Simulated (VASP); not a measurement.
PIr (rocksalt type), 2 atoms in the cell. It takes space group Immm (No. 71, orthorhombic). Conventional cell: a = 3.460 Å, b = 3.512 Å, c = 4.930 Å, α = 90.00°, β = 90.00°, γ = 90.00°. Ir (site symmetry mmm) has 6 P at 2.46 Å within 3.3 Å. P (site symmetry mmm) has 6 Ir at 2.46 Å within 3.3 Å.  This cell differs from its parent crystal: xy shear strain of +1.5 %.

```yaml
Program: VASP 6.6.1
Task: electric field gradients
Functional: PBE
Potentials_or_basis: VASP PAW PBE potentials, release 64 (Ir, P)
Cutoff: 520 eV
k_mesh: 13 × 13 × 13
Occupations: fermi-dirac, width 0.05 eV
Spin: no spin polarisation
Dipole_correction: no
Further_INCAR_settings: ALGO = Normal; EDIFF = 1e-08; NBANDS = 14
```

Potentials or basis: VASP PAW PBE potentials, release 64 (Ir, P).

Run with:

```bash
$ cat potpaw_PBE.64/Ir/POTCAR potpaw_PBE.64/P/POTCAR > POTCAR
$ mpirun -np 1 vasp_std > vasp.out
```

Hardware: 1 thread of Intel(R) Xeon(R) 6975P-C (Granite Rapids) (shared host).

Task: Estimate the wall time of this run.

Result: Wall time 77 s on 1 thread of Intel(R) Xeon(R) 6975P-C (Granite Rapids), on a shared host, peak memory 0.28 GiB. Counts: scf iterations 17, k points 343.
